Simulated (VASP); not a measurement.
# Rb (Im-3m) in VASP: further runs, part 2 of 2

VASP 6.6.1.

## Step 5: Single point, PBE

File INCAR:

```
SYSTEM = Rb
ALGO = Normal
EDIFF = 1E-6
ENCUT = 520
GGA = PE
ISIF = 2
ISMEAR = -1
LASPH = .True.
LCHARG = .True.
LELF = .True.
LREAL = .False.
LVHAR = .True.
LWAVE = .False.
NBANDS = 10
NELM = 80
PREC = Accurate
SIGMA = 0.1
```

File KPOINTS:

```
k-points
0
Gamma
  8 8 8
  0 0 0
```

File POSCAR:

```
Rb
1.0
   -2.8359049291      2.8359049291      2.8359049291
    2.8359049291     -2.8359049291      2.8359049291
    2.8359049291      2.8359049291     -2.8359049291
Rb
1
Direct
    0.0000000000      0.0000000000      0.0000000000
```

Potentials or basis: VASP PAW PBE potentials, release 64 (Rb_sv).

Command:

```console
$ cat potpaw_PBE.64/Rb_sv/POTCAR > POTCAR
$ mpirun -np 1 vasp_std > vasp.out
```

OUTCAR:

```text
SYSTEM = Rb
   EDIFF = 1E-6
   ENCUT = 520
   GGA = PE
   ISIF = 2
   ISMEAR = -1
   LASPH = .True.
   LREAL = .False.
   NELM = 80
   PREC = Accurate

 ion  position               nearest neighbor table
   1  0.000  0.000  0.000-

  LATTYP: Found a body centered cubic cell.
 ALAT       =     5.6718098582

  Lattice vectors:

 A1 = (  -2.8359049291,   2.8359049291,   2.8359049291)
 A2 = (   2.8359049291,  -2.8359049291,   2.8359049291)
 A3 = (   2.8359049291,   2.8359049291,  -2.8359049291)

Analysis of symmetry for initial positions (statically):
=====================================================================
 Subroutine PRICEL returns:
 Original cell was already a primitive cell.

 Routine SETGRP: Setting up the symmetry group for a
 body centered cubic supercell.

 Subroutine GETGRP returns: Found 48 space group operations
 (whereof 48 operations were pure point group operations)
 out of a pool of 48 trial point group operations.

The static configuration has the point symmetry O_h .

Analysis of symmetry for dynamics (positions and initial velocities):
=====================================================================
 Subroutine PRICEL returns:
 Original cell was already a primitive cell.

 Routine SETGRP: Setting up the symmetry group for a
 body centered cubic supercell.

 Subroutine GETGRP returns: Found 48 space group operations
 (whereof 48 operations were pure point group operations)
 out of a pool of 48 trial point group operations.

The dynamic configuration has the point symmetry O_h .

 Subroutine INISYM returns: Found 48 space group operations
 (whereof 48 operations are pure point group operations),
 and found     1 'primitive' translations

----------------------------------------------------------------------------------------

                                     Primitive cell

  volume of cell :      91.2294

  direct lattice vectors                    reciprocal lattice vectors
    -2.835904929  2.835904929  2.835904929     0.000000000  0.176310565  0.176310565
     2.835904929 -2.835904929  2.835904929     0.176310565  0.000000000  0.176310565
     2.835904929  2.835904929 -2.835904929     0.176310565  0.176310565  0.000000000

  length of vectors
     4.911931423  4.911931423  4.911931423     0.249340792  0.249340792  0.249340792

  position of ions in fractional coordinates (direct lattice)
     0.000000000  0.000000000  0.000000000

  ion indices of the primitive-cell ions
   primitive index   ion index
                 1           1

----------------------------------------------------------------------------------------

 KPOINTS: k-points

Automatic generation of k-mesh.
 Grid dimensions read from file:
 generate k-points for:    8    8    8

 Generating k-lattice:

  Cartesian coordinates                     Fractional coordinates (reciprocal lattice)
     0.000000000  0.022038821  0.022038821     0.125000000  0.000000000  0.000000000
     0.022038821  0.000000000  0.022038821     0.000000000  0.125000000  0.000000000
     0.022038821  0.022038821  0.000000000     0.000000000  0.000000000  0.125000000

  Length of vectors
     0.031167599  0.031167599  0.031167599

  Shift w.r.t. Gamma in fractional coordinates (k-lattice)
     0.000000000  0.000000000  0.000000000

 Subroutine IBZKPT returns following result:
 ===========================================

 Found     29 irreducible k-points:

 Following reciprocal coordinates:
            Coordinates               Weight
  0.000000  0.000000  0.000000      1.000000
  0.125000  0.000000  0.000000     12.000000
  0.250000  0.000000  0.000000     12.000000
  0.375000  0.000000  0.000000     12.000000
  0.500000  0.000000  0.000000      6.000000
  0.125000  0.125000  0.000000     24.000000
[... 16 lines left out ...]
 -0.250000  0.250000  0.250000      6.000000
 -0.375000  0.375000  0.250000     24.000000
 [... further k-points ...]
   k-points           NKPTS =     29   k-points in BZ     NKDIM =     29   number of bands    NBANDS=     10
   number of dos      NEDOS =    301   number of ions     NIONS =      1
   total plane-waves  NPLWV =  64000
   dimension x,y,z NGX =    40 NGY =   40 NGZ =   40
   dimension x,y,z NGXF=    80 NGYF=   80 NGZF=   80
   ions per type =               1
   NGX,Y,Z   is equivalent  to a cutoff of  13.54, 13.54, 13.54 a.u.
   NGXF,Y,Z  is equivalent  to a cutoff of  27.08, 27.08, 27.08 a.u.
 SYSTEM =  Rb
   PREC   = accura    normal or accurate (medium, high low for compatibility)
   ISTART =      0    job   : 0-new  1-cont  2-samecut
   ICHARG =      2    charge: 1-file 2-atom 10-const
   ISPIN  =      1    spin polarized calculation?
   LNONCOLLINEAR =      F non collinear calculations
   LSORBIT =      F    spin-orbit coupling
   LASPH  =      T    aspherical Exc in radial PAW
   ENCUT  =  520.0 eV  38.22 Ry    6.18 a.u.   9.13  9.13  9.13*2*pi/ulx,y,z
   NELM   =     80;   NELMIN=  2; NELMDL= -5     # of ELM steps
   EDIFF  = 0.1E-05   stopping-criterion for ELM
   LREAL  =      F    real-space projection
   EDIFFG = 0.1E-04   stopping-criterion for IOM
   NSW    =      0    number of steps for IOM
   IBRION =     -1    ionic relax: 0-MD 1-quasi-New 2-CG
   NFREE  =      0    steps in history (QN), initial steepest desc. (CG)
   ISIF   =      2    stress and relaxation
   ISYM   =      2    0-nonsym 1-usesym 2-fastsym
   POTIM  = 0.5000    time-step for ionic-motion
   TEBEG  =    0.0;   TEEND  =   0.0 temperature during run
   PSTRESS=    0.0 pullay stress
   NELECT =       9.0000    total number of electrons
   NUPDOWN=      -1.0000    fix difference up-down
   EMIN   =  10.00;   EMAX   =-10.00  energy-range for DOS
   EFERMI =   0.00;   METHOD = LEGACY
   ISMEAR =    -1;   SIGMA  =   0.10  broadening in eV -4-tet -1-fermi 0-gaus
   EFERMI_NEDOS =   21; number of points for ismear=-14 and -15
   IALGO  =     38    algorithm
   IMIX   =      4    mixing-type and parameters
     AMIX     =   0.40;   BMIX     =  1.00
     AMIX_MAG =   1.60;   BMIX_MAG =  1.00
  volume/ion in A,a.u.               =      91.23       615.65
  Fermi-wavevector in a.u.,A,eV,Ry     =   0.756445  1.429474  7.785376  0.572209
  Thomas-Fermi vector in A             =   1.854567
   LORBIT       =      0    0 simple, 1 ext, 2 COOP (PROOUT), +10 PAW based schemes
   GGA     = PE    functional components
   LHFCALC =     F    Hartree Fock is set to
   AEXX    =    0.0000 exact exchange contribution
   IVDW    =     0    specifies the selected vdW correction
   LEPSILON=     F    determine dielectric tensor
   LRPA    =     F    only Hartree local field effects (RPA)
 non-spin polarized calculation
  energy-cutoff  :      520.00
  volume of cell :       91.23
 maximum number of plane-waves:      2491
 NGX is ok and might be reduce to    40
   NGX = 19   NGY = 19   NGZ = 19

 number of electron       9.0000000 magnetization

 Free energy of the ion-electron system (eV)
  ---------------------------------------------------
  ext. energy  EPLUGINS =         0.00000000
  ---------------------------------------------------
  free energy    TOTEN  =        -0.94918285 eV

  energy without entropy =       -0.91579695  energy(sigma->0) =       -0.93248990

 E-fermi :   0.0081     XC(G=0):  -5.4601

 val. band max:       -0.0132571097   @ k =   0.2500   0.2500   0.0000
 cond. band min:       0.0855500904   @ k =   0.3750   0.1250  -0.0000
 fundamental gap:      0.0988072001
 Fermi energy:         0.0080505296

 k-point     1 :       0.0000    0.0000    0.0000
  band No.  band energies     occupation
      1     -28.8970      2.00000
      2     -12.9396      2.00000
      3     -12.9396      2.00000
      4     -12.9396      2.00000
      5      -1.9621      2.00000
      6       3.6831      0.00000
      7       3.6831      0.00000
      8       3.6831      0.00000
      9       4.6148      0.00000
     10       4.6148      0.00000

 k-point     2 :       0.1250    0.0000    0.0000
  band No.  band energies     occupation
      1     -28.8964      2.00000
      2     -12.9538      2.00000
      3     -12.9442      2.00000
      4     -12.9396      2.00000
      5      -1.7790      2.00000
      6       3.3636      0.00000
      7       3.4442      0.00000
      8       3.8519      0.00000
      9       4.3614      0.00000
     10       4.5537      0.00000
[... 274 lines left out ...]
 k-point    24 :      -0.3750    0.3750    0.2500
  band No.  band energies     occupation
      1     -28.8918      2.00000
      2     -13.0102      2.00000
      3     -12.9846      2.00000
      4     -12.9749      2.00000
      5       0.1190      0.49575
      6       1.6974      0.00000
      7       2.9221      0.00000
      8       2.9609      0.00000
      9       4.0055      0.00000
     10       5.1571      0.00000

 [... further k-points ...]
[... 5 lines left out ...]
  --------------------------------------------------------------------------------------
  -------------------------------------------------------------------------------------
  Total        0.0053766      0.0053766      0.0053766      0.0000000     -0.0000000      0.0000000
  in kB        0.0944248      0.0944248      0.0944248      0.0000000     -0.0000000      0.0000000
  external PRESSURE =       0.0944248 kB  Pullay stress =       0.0000000 kB

 VOLUME and BASIS-vectors are now :
 -----------------------------------------------------------------------------
  energy-cutoff  :      520.00
  volume of cell :       91.23
      direct lattice vectors                 reciprocal lattice vectors
    -2.835904929  2.835904929  2.835904929     0.000000000  0.176310565  0.176310565
     2.835904929 -2.835904929  2.835904929     0.176310565  0.000000000  0.176310565
     2.835904929  2.835904929 -2.835904929     0.176310565  0.176310565  0.000000000

 POSITION                                       TOTAL-FORCE (eV/Angst)
 -----------------------------------------------------------------------------------
      0.00000      0.00000      0.00000         0.000000      0.000000      0.000000
 -----------------------------------------------------------------------------------
    total drift:                                0.000000      0.000000     -0.000000

  FREE ENERGIE OF THE ION-ELECTRON SYSTEM (eV)
  ---------------------------------------------------
  free  energy   TOTEN  =        -0.9491828507 eV

  energy  without entropy=       -0.9157969493  energy(sigma->0) =       -0.93248990
```

OSZICAR:

```text
N       E                     dE             d eps       ncg     rms          rms(c)
DAV:   1     0.435274669132E+02    0.43527E+02   -0.32908E+03   580   0.656E+02
DAV:   2     0.199777027017E+01   -0.41530E+02   -0.40768E+02   632   0.127E+02
DAV:   3    -0.780887585399E+00   -0.27787E+01   -0.27744E+01   756   0.330E+01
DAV:   4    -0.945624886231E+00   -0.16474E+00   -0.16453E+00   826   0.671E+00
DAV:   5    -0.947569271388E+00   -0.19444E-02   -0.19443E-02   766   0.806E-01    0.122E+00
DAV:   6    -0.948133953146E+00   -0.56468E-03   -0.20591E-03   818   0.257E-01    0.735E-01
DAV:   7    -0.949051757969E+00   -0.91780E-03   -0.30271E-03   668   0.317E-01    0.470E-02
DAV:   8    -0.949166476206E+00   -0.11472E-03   -0.10250E-04   692   0.758E-02    0.228E-02
DAV:   9    -0.949183083109E+00   -0.16607E-04   -0.18334E-05   734   0.330E-02    0.523E-03
DAV:  10    -0.949182850717E+00    0.23239E-06   -0.41038E-06   810   0.116E-02
   1 F= -.94918285E+00 E0= -.93248990E+00  d E =-.333859E-01
```

stdout:

```text
POSCAR found type information on POSCAR Rb
 POSCAR found :  1 types and       1 ions
 scaLAPACK will be used
 LDA part: xc-table for (Slater+PW92), standard interpolation
 POSCAR, INCAR and KPOINTS ok, starting setup
 FFT: planning ... GRIDC
 FFT: planning ... GRID_SOFT
 FFT: planning ... GRID
 WAVECAR not read
 entering main loop
```

Run time: 12 s. Hardware: 1 thread of Intel Xeon Platinum 8559C (Emerald Rapids), shared host; peak memory 0.23 GiB.

Results:

```yaml
Free_energy: -0.9492 eV
Pressure: 0.0 GPa
```

## Step 6: Single point, PBE

File INCAR:

```
SYSTEM = Rb
PREC     = Accurate       ! precision mode
ENCUT    = 520            ! plane-wave cutoff, eV
EDIFF    = 1E-6           ! SCF threshold, eV
ISMEAR   = -1             ! smearing method
SIGMA    = 0.01           ! smearing width, eV
LREAL    = .FALSE.        ! projectors in reciprocal space
LASPH    = .TRUE.         ! aspherical terms in the spheres
NELM     = 60             ! most SCF steps
ALGO     = Normal         ! electronic algorithm
ISIF     = 2              ! what is computed and relaxed
LWAVE    = .FALSE.        ! write WAVECAR
LCHARG   = .TRUE.         ! write CHGCAR
GGA      = PE             ! functional
LELF     = .TRUE.         ! ELF
LVHAR    = .TRUE.       
NBANDS   = 10             ! bands
```

File KPOINTS:

```
Automatic mesh
0
G
  8 8 8
  0 0 0
```

POSCAR is that of step 5.

Potentials or basis: VASP PAW PBE potentials, release 64 (Rb_sv).

Command:

```console
$ cat potpaw_PBE.64/Rb_sv/POTCAR > POTCAR
$ mpirun -np 1 vasp_std > vasp.out
```

Wall time 13 s (1 thread of Intel Xeon Platinum 8559C (Emerald Rapids), shared host); peak memory 0.23 GiB.

Results (log left out):

```
Free energy : -0.9296 eV
Pressure    : 0.0 GPa
```

Levels at points of the mesh, in eV from the Fermi level:
```tsv
k point	band 1	band 2	band 3	band 4	band 5	band 6	band 7	band 8	band 9
(0.00, 0.00, 0.00)	-28.96	-13.01	-13.01	-13.01	-2.03	3.62	3.62	3.62	4.55
(0.50, 0.00, 0.00)	-28.96	-13.10	-13.04	-13.01	0.18	0.72	2.52	4.19	5.09
(0.50, 0.50, 0.50)	-28.96	-13.08	-13.08	-13.08	1.20	1.20	3.18	3.18	3.18
```

## Step 7: Summary

```csv
k mesh,smearing,gap on the mesh (eV),pressure (GPa)
4 × 4 × 4,fermi-dirac 0.1 eV,none,0.1
5 × 5 × 5,fermi-dirac 0.1 eV,none,0.0
6 × 6 × 6,fermi-dirac 0.1 eV,none,0.0
8 × 8 × 8,fermi-dirac 0.1 eV,none,0.0
8 × 8 × 8,fermi-dirac 0.01 eV,none,0.0
```

Alike in all rows: task single point; level PBE; potentials or basis VASP PAW PBE potentials, release 64 (Rb_sv); no spin polarisation; cell as given; cutoff (eV) 520.

Caveats: some runs use coarse meshes.

Total energies depend on the potentials used, so only differences within one code and one set of settings carry meaning.
